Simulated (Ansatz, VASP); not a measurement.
Te2Mo: VASP beside Ansatz

```
Te Mo
1.0
     3.37921    0.00000    0.00000
    -1.68961    2.92648    0.00000
     0.00000    0.00000   15.58484
Te Mo
4 2
Direct
  0.33333 0.66667 0.63109
  0.66667 0.33333 0.13109
  0.33333 0.66667 0.86891
  0.66667 0.33333 0.36891
  0.33333 0.66667 0.25000
  0.66667 0.33333 0.75000
```

Change from the starting cell: strain -0.050 along x and y, +0.025 along z, atoms carried along.

Alike in both runs: task single point; functional PBE; k mesh 12 × 12 × 2; occupations gaussian, width 0.05 eV; no spin polarisation.

```csv
,VASP,Ansatz
version,VASP 6.6.1,Ansatz 0.2.0
potentials or method,"VASP PAW PBE potentials, release 64 (Te, Mo_sv), cutoff 520 eV","scalar-relativistic, plane waves, PAW"
valence electrons in the cell,52,92
```

|  | VASP | Ansatz | Ansatz less VASP |
| --- | --- | --- | --- |
| gap on the k mesh at the Fermi level (eV) | 0.76 | 0.76 | 0.000 |
| least direct gap on the mesh (eV) | 1.18 | 1.18 | -0.002 |
| pressure (GPa) | 7.0 | 7.0 | +0.01 |
| traceless stress, the component that is largest in VASP (GPa) | -4.15 | -4.22 | -0.063 |
| rms of the force components (eV/Å) | 0.171 | 0.165 | -0.0056 |

Atom by atom the forces differ by 0.006 eV/Å (rms over components). With one functional, cell and mesh, what is left measures potentials, basis and numerics. VASP's potentials hold 52 valence electrons a cell and Ansatz's 92, so a difference there can come from the potentials and not from the codes.

Neither program's run includes spin-orbit coupling.
